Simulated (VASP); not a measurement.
Input of a VASP 6.6.1 run:

File INCAR:

```
SYSTEM = Lu
  ALGO = Normal
  EDIFF = 1E-7
  ENCUT = 520
  GGA = CA
  ISIF = 2
  ISMEAR = -1
  LASPH = .TRUE.
  LCHARG = .TRUE.
  LELF = .TRUE.
  LREAL = .FALSE.
  LVHAR = .TRUE.
  LWAVE = .FALSE.
  NBANDS = 18
  NELM = 100
  PREC = Accurate
  SIGMA = 0.1
```

KPOINTS

```
k-points
0
G
  13 13 13
  0 0 0
```

Contents of POSCAR:

```
Lu
1.0
   -1.9439496561      1.9439496561      1.9439496561
    1.9439496561     -1.9439496561      1.9439496561
    1.9439496561      1.9439496561     -1.9439496561
Lu
1
Direct
    0.0000000000      0.0000000000      0.0000000000
```

Potentials or basis: VASP PAW PBE potentials, release 64 (Lu).

Run with:

```sh
$ cat potpaw_PBE.64/Lu/POTCAR > POTCAR
$ mpirun -np 1 vasp_std > vasp.out
```

**Question.** Estimate the pressure.

**Answer.** -4.6 GPa.

Caveat: the PAW data sets were made with another functional, which shifts forces and pressure a little.
